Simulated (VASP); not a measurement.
Here is a VASP 6.6.1 calculation.

File INCAR:

```
SYSTEM = Ag
ALGO     = Normal         ! electronic algorithm
EDIFF    = 1E-6           ! SCF threshold, eV
EDIFFG   = -0.01          ! ionic threshold
ENCUT    = 520            ! plane-wave cutoff, eV
GGA      = PS             ! functional
IBRION   = 2              ! ionic algorithm
ISIF     = 2              ! what is computed and relaxed
ISMEAR   = -1             ! smearing method
LASPH    = .True.         ! aspherical terms in the spheres
LCHARG   = .False.        ! write CHGCAR
LREAL    = .False.        ! projectors in reciprocal space
LWAVE    = .False.        ! write WAVECAR
NELM     = 100            ! most SCF steps
NSW      = 60             ! ionic steps
PREC     = Accurate       ! precision mode
SIGMA    = 0.05           ! smearing width, eV
```

The input KPOINTS:

```
k-points
0
Gamma
  9 9 9
  0 0 0
```

File POSCAR:

```
Ag
1.0
    1.4730471633      0.8504641763      6.9164640000
   -1.4730471633      0.8504641763      6.9164640000
    0.0000000000     -1.7009283525      6.9164640000
Ag
3
Direct
    0.2222810000      0.2222810000      0.2222810000
    0.7777190000      0.7777190000      0.7777190000
    0.0000000000      0.0000000000      0.0000000000
```

Potentials or basis: VASP PAW PBE potentials, release 64 (Ag).

Command:

```bash
$ cat potpaw_PBE.64/Ag/POTCAR > POTCAR
$ mpirun -np 1 vasp_std > vasp.out
```

**Question.** Estimate the energy gained by relaxing.

**Answer.** 0.0 meV/atom.

Final structure:
```yaml
crystal:
  lattice:
    - [1.47305, 0.85046, 6.91646]
    - [-1.47305, 0.85046, 6.91646]
    - [0.00000, -1.70093, 6.91646]
  atoms:
    - { symbol: Ag, position: [0.22230, 0.22230, 0.22230] }
    - { symbol: Ag, position: [0.77770, 0.77770, 0.77770] }
    - { symbol: Ag, position: [0.00000, 0.00000, 0.00000] }
```
